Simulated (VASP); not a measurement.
# InSb3 (Pm-3m) in VASP: settings compared

InSb3 is run at these levels: PBE, LDA; tasks: single point.

Everything below comes from runs of VASP 6.6.1. Logs are shortened: lines on timing, memory, paths and dates and some standing lists are left out, and cuts for length are marked.

### Step 1. The cell of the first run

It takes space group Pm-3m (No. 221, cubic). Conventional cell: a = 4.491 Å, b = 4.491 Å, c = 4.491 Å, α = 90.00°, β = 90.00°, γ = 90.00°. Within 4.2 Å of In (site symmetry m-3m) lie 12 Sb at 3.18 Å. Sb (site symmetry 4/mmm) has 4 In at 3.18 Å and 8 Sb at 3.18 Å within 4.2 Å.

### Step 2. Single point, PBE

The input, INCAR:

```
SYSTEM = InSb3
PREC = Accurate
ENCUT = 500
EDIFF = 1E-6
ISMEAR = 1
SIGMA = 0.1
LREAL = .False.
LASPH = .True.
NELM = 120
ALGO = Normal
ISIF = 2
LWAVE = .False.
LCHARG = .True.
GGA = PE
LELF = .True.
LVHAR = .True.
NBANDS = 22
GGA_COMPAT = .False.
```

The input, KPOINTS:

```
regular mesh
0
Gamma
  6 6 6
  0 0 0
```

The input, POSCAR:

```
InSb3
1.0
    4.4913853226      0.0000000000      0.0000000000
    0.0000000000      4.4913853226      0.0000000000
    0.0000000000      0.0000000000      4.4913853226
In Sb
1 3
Direct
    0.0000000000      0.0000000000      0.0000000000
    0.5000000000      0.0000000000      0.5000000000
    0.0000000000      0.5000000000      0.5000000000
    0.5000000000      0.5000000000      0.0000000000
```

Potentials or basis: VASP PAW PBE potentials, release 64 (In_d, Sb).

Command:

```sh
$ cat potpaw_PBE.64/In_d/POTCAR potpaw_PBE.64/Sb/POTCAR > POTCAR
$ mpirun -np 1 vasp_std > vasp.out
```

OUTCAR:

```text
SYSTEM = InSb3
   PREC = Accurate
   ENCUT = 500
   EDIFF = 1E-6
   ISMEAR = 1
   LREAL = .False.
   LASPH = .True.
   NELM = 120
   ISIF = 2
   GGA = PE

 ion  position               nearest neighbor table
   1  0.000  0.000  0.000-   2 3.18   3 3.18   4 3.18   2 3.18   3 3.18   3 3.18   4 3.18   3 3.18
                             2 3.18   4 3.18   2 3.18   4 3.18
   2  0.500  0.000  0.500-   1 3.18   3 3.18   4 3.18   1 3.18   4 3.18   3 3.18   4 3.18   4 3.18
                             1 3.18   3 3.18   1 3.18   3 3.18
   3  0.000  0.500  0.500-   1 3.18   2 3.18   4 3.18   1 3.18   4 3.18   1 3.18   2 3.18   1 3.18
                             2 3.18   4 3.18   4 3.18   2 3.18
   4  0.500  0.500  0.000-   1 3.18   2 3.18   3 3.18   2 3.18   3 3.18   1 3.18   2 3.18   2 3.18
                             1 3.18   3 3.18   3 3.18   1 3.18

  LATTYP: Found a simple cubic cell.
 ALAT       =     4.4913853226

  Lattice vectors:

 A1 = (   4.4913853226,   0.0000000000,   0.0000000000)
 A2 = (   0.0000000000,   4.4913853226,   0.0000000000)
 A3 = (   0.0000000000,   0.0000000000,   4.4913853226)

Analysis of symmetry for initial positions (statically):
=====================================================================
 Subroutine PRICEL returns:
 Original cell was already a primitive cell.

 Routine SETGRP: Setting up the symmetry group for a
 simple cubic supercell.

 Subroutine GETGRP returns: Found 48 space group operations
 (whereof 48 operations were pure point group operations)
 out of a pool of 48 trial point group operations.

The static configuration has the point symmetry O_h .

Analysis of symmetry for dynamics (positions and initial velocities):
=====================================================================
 Subroutine PRICEL returns:
 Original cell was already a primitive cell.

 Routine SETGRP: Setting up the symmetry group for a
 simple cubic supercell.

 Subroutine GETGRP returns: Found 48 space group operations
 (whereof 48 operations were pure point group operations)
 out of a pool of 48 trial point group operations.

The dynamic configuration has the point symmetry O_h .

 Subroutine INISYM returns: Found 48 space group operations
 (whereof 48 operations are pure point group operations),
 and found     1 'primitive' translations

----------------------------------------------------------------------------------------

                                     Primitive cell

  volume of cell :      90.6027

  direct lattice vectors                    reciprocal lattice vectors
     4.491385323  0.000000000  0.000000000     0.222648454  0.000000000  0.000000000
     0.000000000  4.491385323  0.000000000     0.000000000  0.222648454  0.000000000
     0.000000000  0.000000000  4.491385323     0.000000000  0.000000000  0.222648454

  length of vectors
     4.491385323  4.491385323  4.491385323     0.222648454  0.222648454  0.222648454

  position of ions in fractional coordinates (direct lattice)
     0.000000000  0.000000000  0.000000000
     0.500000000  0.000000000  0.500000000
     0.000000000  0.500000000  0.500000000
     0.500000000  0.500000000  0.000000000

  ion indices of the primitive-cell ions
   primitive index   ion index
                 1           1
                 2           2
                 3           3
                 4           4

----------------------------------------------------------------------------------------

 KPOINTS: regular mesh

Automatic generation of k-mesh.
 Grid dimensions read from file:
 generate k-points for:    6    6    6

 Generating k-lattice:

  Cartesian coordinates                     Fractional coordinates (reciprocal lattice)
     0.037108076  0.000000000  0.000000000     0.166666667  0.000000000  0.000000000
     0.000000000  0.037108076  0.000000000     0.000000000  0.166666667  0.000000000
     0.000000000  0.000000000  0.037108076     0.000000000  0.000000000  0.166666667

  Length of vectors
     0.037108076  0.037108076  0.037108076

  Shift w.r.t. Gamma in fractional coordinates (k-lattice)
     0.000000000  0.000000000  0.000000000

 Subroutine IBZKPT returns following result:
 ===========================================

 Found     20 irreducible k-points:

 Following reciprocal coordinates:
            Coordinates               Weight
  0.000000  0.000000  0.000000      1.000000
  0.166667  0.000000  0.000000      6.000000
  0.333333  0.000000  0.000000      6.000000
  0.500000  0.000000  0.000000      3.000000
  0.166667  0.166667  0.000000     12.000000
  0.333333  0.166667  0.000000     24.000000
[... 12 lines left out ...]
  0.500000  0.500000  0.333333      6.000000
  0.500000  0.500000  0.500000      1.000000
   k-points           NKPTS =     20   k-points in BZ     NKDIM =     20   number of bands    NBANDS=     22
   number of dos      NEDOS =    301   number of ions     NIONS =      4
   total plane-waves  NPLWV =  46656
   dimension x,y,z NGX =    36 NGY =   36 NGZ =   36
   dimension x,y,z NGXF=    72 NGYF=   72 NGZF=   72
   ions per type =               1   3
   NGX,Y,Z   is equivalent  to a cutoff of  13.33, 13.33, 13.33 a.u.
   NGXF,Y,Z  is equivalent  to a cutoff of  26.65, 26.65, 26.65 a.u.
 SYSTEM =  InSb3
   PREC   = accura    normal or accurate (medium, high low for compatibility)
   ISTART =      0    job   : 0-new  1-cont  2-samecut
   ICHARG =      2    charge: 1-file 2-atom 10-const
   ISPIN  =      1    spin polarized calculation?
   LNONCOLLINEAR =      F non collinear calculations
   LSORBIT =      F    spin-orbit coupling
   LASPH  =      T    aspherical Exc in radial PAW
   ENCUT  =  500.0 eV  36.75 Ry    6.06 a.u.   8.19  8.19  8.19*2*pi/ulx,y,z
   NELM   =    120;   NELMIN=  2; NELMDL= -5     # of ELM steps
   EDIFF  = 0.1E-05   stopping-criterion for ELM
   LREAL  =      F    real-space projection
   EDIFFG = 0.1E-04   stopping-criterion for IOM
   NSW    =      0    number of steps for IOM
   IBRION =     -1    ionic relax: 0-MD 1-quasi-New 2-CG
   NFREE  =      0    steps in history (QN), initial steepest desc. (CG)
   ISIF   =      2    stress and relaxation
   ISYM   =      2    0-nonsym 1-usesym 2-fastsym
   POTIM  = 0.5000    time-step for ionic-motion
   TEBEG  =    0.0;   TEEND  =   0.0 temperature during run
   PSTRESS=    0.0 pullay stress
   NELECT =      28.0000    total number of electrons
   NUPDOWN=      -1.0000    fix difference up-down
   EMIN   =  10.00;   EMAX   =-10.00  energy-range for DOS
   EFERMI =   0.00;   METHOD = LEGACY
   ISMEAR =     1;   SIGMA  =   0.10  broadening in eV -4-tet -1-fermi 0-gaus
   EFERMI_NEDOS =   21; number of points for ismear=-14 and -15
   IALGO  =     38    algorithm
   IMIX   =      4    mixing-type and parameters
     AMIX     =   0.40;   BMIX     =  1.00
     AMIX_MAG =   1.60;   BMIX_MAG =  1.00
  volume/ion in A,a.u.               =      22.65       152.85
  Fermi-wavevector in a.u.,A,eV,Ry     =   1.106829  2.091604 16.668095  1.225070
  Thomas-Fermi vector in A             =   2.243335
   LORBIT       =      0    0 simple, 1 ext, 2 COOP (PROOUT), +10 PAW based schemes
   GGA     = PE    functional components
   LHFCALC =     F    Hartree Fock is set to
   AEXX    =    0.0000 exact exchange contribution
   IVDW    =     0    specifies the selected vdW correction
   LEPSILON=     F    determine dielectric tensor
   LRPA    =     F    only Hartree local field effects (RPA)
 non-spin polarized calculation
 Methfessel and Paxton  Order N= 1 SIGMA  =   0.10
  energy-cutoff  :      500.00
  volume of cell :       90.60
 maximum number of plane-waves:      2325
 NGX is ok and might be reduce to    36
   NGX = 17   NGY = 17   NGZ = 17

 number of electron      28.0000015 magnetization

 Free energy of the ion-electron system (eV)
  ---------------------------------------------------
  ext. energy  EPLUGINS =         0.00000000
  ---------------------------------------------------
  free energy    TOTEN  =       -13.34002353 eV

  energy without entropy =      -13.33801747  energy(sigma->0) =      -13.33935484

 E-fermi :  10.4828     XC(G=0): -10.9931

 val. band max:       10.4805725576   @ k =   0.5000   0.3333   0.0000
 cond. band min:      10.5011564853   @ k =   0.1667   0.0000   0.0000
 fundamental gap:      0.0205839277
 Fermi energy:        10.4828342091

 k-point     1 :       0.0000    0.0000    0.0000
  band No.  band energies     occupation
      1      -4.2044      2.00000
      2      -4.2044      2.00000
      3      -4.1615      2.00000
      4      -4.1615      2.00000
      5      -4.1615      2.00000
      6      -3.2205      2.00000
[... 14 lines left out ...]
     21      15.8374      0.00000
     22      15.8374      0.00000

 k-point     2 :       0.1667    0.0000    0.0000
  band No.  band energies     occupation
      1      -4.2010      2.00000
      2      -4.1963      2.00000
      3      -4.1690      2.00000
      4      -4.1690      2.00000
      5      -4.1613      2.00000
      6      -3.0132      2.00000
[... 14 lines left out ...]
     21      16.8765      0.00000
     22      17.1614      0.00000

 k-point     3 :       0.3333    0.0000    0.0000
  band No.  band energies     occupation
      1      -4.1944      2.00000
      2      -4.1840      2.00000
      3      -4.1840      2.00000
      4      -4.1815      2.00000
      5      -4.1611      2.00000
      6      -2.4055      2.00000
[... 14 lines left out ...]
     21      16.1193      0.00000
     22      16.3436      0.00000

 k-point     4 :       0.5000    0.0000    0.0000
  band No.  band energies     occupation
      1      -4.1914      2.00000
      2      -4.1914      2.00000
      3      -4.1910      2.00000
      4      -4.1745      2.00000
      5      -4.1609      2.00000
      6      -1.7234      2.00000
[... 14 lines left out ...]
     21      15.1006      0.00000
     22      16.6892      0.00000

 k-point     5 :       0.1667    0.1667    0.0000
  band No.  band energies     occupation
      1      -4.1961      2.00000
      2      -4.1893      2.00000
      3      -4.1804      2.00000
      4      -4.1694      2.00000
      5      -4.1680      2.00000
      6      -2.8025      2.00000
[... 14 lines left out ...]
     21      16.4338      0.00000
     22      17.1789      0.00000

 k-point     6 :       0.3333    0.1667    0.0000
  band No.  band energies     occupation
      1      -4.2025      2.00000
      2      -4.1882      2.00000
      3      -4.1833      2.00000
      4      -4.1731      2.00000
      5      -4.1680      2.00000
      6      -2.1895      2.00000
[... 14 lines left out ...]
     21      17.4635      0.00000
     22      17.7259      0.00000

 k-point     7 :       0.5000    0.1667    0.0000
  band No.  band energies     occupation
      1      -4.2121      2.00000
      2      -4.1905      2.00000
      3      -4.1852      2.00000
      4      -4.1677      2.00000
      5      -4.1653      2.00000
      6      -1.4949      2.00000
[... 224 lines left out ...]
      6       0.3718      2.00000
[... 14 lines left out ...]
     21      16.8558      0.00000
     22      18.6852      0.00000

 k-point    17 :       0.3333    0.3333    0.3333
  band No.  band energies     occupation
      1      -4.2317      2.00000
      2      -4.2203      2.00000
      3      -4.2203      2.00000
      4      -4.1467      2.00000
      5      -4.1467      2.00000
      6      -0.7448      2.00000
[... 14 lines left out ...]
     21      17.2382      0.00000
     22      17.8112      0.00000

 k-point    18 :       0.5000    0.3333    0.3333
  band No.  band energies     occupation
      1      -4.2416      2.00000
      2      -4.2325      2.00000
      3      -4.2207      2.00000
      4      -4.1448      2.00000
      5      -4.1357      2.00000
      6      -0.0215      2.00000
[... 14 lines left out ...]
     21      17.0646      0.00000
     22      18.5806      0.00000

 k-point    19 :       0.5000    0.5000    0.3333
  band No.  band energies     occupation
      1      -4.2521      2.00000
      2      -4.2331      2.00000
      3      -4.2331      2.00000
      4      -4.1390      2.00000
      5      -4.1286      2.00000
      6       0.8407      2.00000
[... 14 lines left out ...]
     21      17.4378      0.00000
     22      19.2395      0.00000

 k-point    20 :       0.5000    0.5000    0.5000
  band No.  band energies     occupation
      1      -4.2475      2.00000
      2      -4.2475      2.00000
      3      -4.2475      2.00000
      4      -4.1273      2.00000
      5      -4.1273      2.00000
      6       1.2075      2.00000
[... 14 lines left out ...]
     21      18.1155      0.00000
     22      20.1226      0.00000

------------------------ aborting loop because EDIFF is reached ----------------------------------------

  FORCE on cell =-STRESS in cart. coord.  units (eV):
  Direction    XX          YY          ZZ          XY          YZ          ZX
  --------------------------------------------------------------------------------------
  -------------------------------------------------------------------------------------
  Total        9.5466384      9.5466384      9.5466384     -0.0000000      0.0000000     -0.0000000
  in kB      168.8185288    168.8185288    168.8185288     -0.0000000      0.0000000     -0.0000000
  external PRESSURE =     168.8185288 kB  Pullay stress =       0.0000000 kB

 VOLUME and BASIS-vectors are now :
 -----------------------------------------------------------------------------
  energy-cutoff  :      500.00
  volume of cell :       90.60
      direct lattice vectors                 reciprocal lattice vectors
     4.491385323  0.000000000  0.000000000     0.222648454  0.000000000  0.000000000
     0.000000000  4.491385323  0.000000000     0.000000000  0.222648454  0.000000000
     0.000000000  0.000000000  4.491385323     0.000000000  0.000000000  0.222648454

 POSITION                                       TOTAL-FORCE (eV/Angst)
 -----------------------------------------------------------------------------------
      0.00000      0.00000      0.00000         0.000000      0.000000      0.000000
      2.24569      0.00000      2.24569         0.000000      0.000000      0.000000
      0.00000      2.24569      2.24569         0.000000      0.000000      0.000000
      2.24569      2.24569      0.00000         0.000000      0.000000      0.000000
 -----------------------------------------------------------------------------------
    total drift:                                0.000000     -0.000000     -0.000000

  FREE ENERGIE OF THE ION-ELECTRON SYSTEM (eV)
  ---------------------------------------------------
  free  energy   TOTEN  =       -13.3400235286 eV

  energy  without entropy=      -13.3380174654  energy(sigma->0) =      -13.33935484
```

Run time: 36 s. Hardware: 1 thread of Intel Xeon Platinum 8259CL at 2.50GHz (Skylake/Cascade Lake), shared host; peak memory 0.22 GiB.

What came out:

| Item | Value |
| --- | --- |
| Free energy | -13.3400 eV |
| Pressure | 16.9 GPa |
| Band gap on the k mesh | zero (band 14 reaches 15.13 eV, above the bottom of band 15 at 9.18 eV) |

Levels at points of the mesh, in eV from the Fermi level:
| k point | band 12 | band 13 | band 14 | band 15 | band 16 | band 17 |
| --- | --- | --- | --- | --- | --- | --- |
| (0.00, 0.00, 0.00) | -3.54 | 0.62 | 0.62 | 0.62 | 2.04 | 2.04 |
| (0.50, 0.00, 0.00) | -2.65 | -2.65 | -1.42 | -1.18 | 2.82 | 2.82 |
| (0.50, 0.50, 0.00) | -1.60 | -1.60 | -1.31 | -1.31 | -0.04 | 0.83 |
| (0.50, 0.50, 0.50) | -6.14 | -5.23 | 4.65 | 4.65 | 4.76 | 4.76 |

Caveat: spin-orbit coupling is left out, which moves the levels of the heavy elements.

### Step 3. Single point, LDA

This run uses another cell than the first one, of 27.76 Å³/atom, 1.225 times its volume.

The input, INCAR:

```
ALGO     = Normal         # electronic algorithm
EDIFF    = 1E-6           # SCF threshold, eV
ENCUT    = 500            # plane-wave cutoff, eV
GGA      = CA             # functional
GGA_COMPAT= False        
ISIF     = 2              # what is computed and relaxed
ISMEAR   = 0              # smearing method
LASPH    = True           # aspherical terms in the spheres
LCHARG   = False          # write CHGCAR
LREAL    = False          # projectors in reciprocal space
LWAVE    = False          # write WAVECAR
NBANDS   = 22             # bands
NELM     = 120            # most SCF steps
PREC     = Accurate       # precision mode
SIGMA    = 0.1            # smearing width, eV
```

The input, KPOINTS:

```
k-points
0
Gamma
  6 6 6
```

The input, POSCAR:

```
InSb3
1.0
    4.8063670000      0.0000000000      0.0000000000
    0.0000000000      4.8063670000      0.0000000000
    0.0000000000      0.0000000000      4.8063670000
In Sb
1 3
Direct
    0.0000000000      0.0000000000      0.0000000000
    0.5000000000      0.0000000000      0.5000000000
    0.0000000000      0.5000000000      0.5000000000
    0.5000000000      0.5000000000      0.0000000000
```

Potentials or basis: VASP PAW LDA potentials, release 64 (In_d, Sb).

Command:

```sh
$ cat potpaw_LDA.64/In_d/POTCAR potpaw_LDA.64/Sb/POTCAR > POTCAR
$ mpirun -np 1 vasp_std > vasp.out
```

Wall time 29 s (1 thread of Intel Xeon Platinum 8259CL at 2.50GHz (Skylake/Cascade Lake), shared host); peak memory 0.19 GiB.

It converged, with:

```yaml
Free_energy: -16.9024 eV
Pressure: -3.8 GPa
Band_gap_on_the_k_mesh: zero (band 14 reaches 11.11 eV, above the bottom of band 15 at 6.58 eV)
```

Levels at points of the mesh, in eV from the Fermi level:
```csv
k point,band 11,band 12,band 13,band 14,band 15,band 16,band 17,band 18
"(0.00, 0.00, 0.00)",-4.27,-3.69,0.41,0.41,0.41,1.68,1.68,1.68
"(0.50, 0.00, 0.00)",-2.88,-2.10,-2.10,-1.10,-0.83,1.91,2.12,2.12
"(0.50, 0.50, 0.00)",-1.66,-1.66,-1.33,-1.10,-1.10,-0.53,1.02,3.21
"(0.50, 0.50, 0.50)",-4.96,-4.96,-4.88,3.43,3.43,3.49,3.49,3.49
```

Caveat: spin-orbit coupling is left out, which moves the levels of the heavy elements.

### Step 4. Single point, PBE

This run uses another cell than the first one, of 27.76 Å³/atom, 1.225 times its volume.

The input, INCAR:

```
  PREC = Accurate
  ENCUT = 500
  EDIFF = 1E-6
  ISMEAR = 1
  SIGMA = 0.01
  LREAL = F
  LASPH = T
  NELM = 120
  ALGO = Normal
  ISIF = 2
  LWAVE = F
  LCHARG = F
  GGA = PE
  NBANDS = 22
  NELECT = 26.0
  GGA_COMPAT = F
```

The input, KPOINTS:

```
regular mesh
0
Gamma
  6 6 6
```

POSCAR is that of step 3.

Potentials or basis: VASP PAW PBE potentials, release 64 (In_d, Sb).

Command:

```sh
$ cat potpaw_PBE.64/In_d/POTCAR potpaw_PBE.64/Sb/POTCAR > POTCAR
$ mpirun -np 1 vasp_std > vasp.out
```

It took 34 s on 1 thread of Intel Xeon Platinum 8259CL at 2.50GHz (Skylake/Cascade Lake), shared host; peak memory 0.22 GiB.

It converged, with:

```yaml
Free_energy: -29.0942 eV
```

Levels at points of the mesh, in eV from the Fermi level:
| k point | band 9 | band 10 | band 11 | band 12 | band 13 | band 14 | band 15 | band 16 | band 17 | band 18 |
| --- | --- | --- | --- | --- | --- | --- | --- | --- | --- | --- |
| (0.00, 0.00, 0.00) | -3.30 | -3.30 | -3.30 | -2.44 | 1.36 | 1.36 | 1.36 | 2.72 | 2.72 | 2.72 |
| (0.50, 0.00, 0.00) | -3.22 | -1.96 | -1.96 | -1.08 | -1.08 | -0.10 | 0.14 | 2.91 | 3.04 | 3.04 |
| (0.50, 0.50, 0.00) | -5.46 | -1.58 | -0.63 | -0.63 | -0.44 | -0.16 | -0.16 | 0.59 | 2.24 | 4.09 |
| (0.50, 0.50, 0.50) | -4.66 | -3.91 | -3.91 | -3.91 | -3.59 | 4.31 | 4.31 | 4.42 | 4.42 | 4.42 |

Caveat: the cell carries a net charge on a neutralising background, which shifts energy and pressure; the cell is charged against a uniform background, so pressure and absolute levels hang on convention; spin-orbit coupling is left out, which moves the levels of the heavy elements.
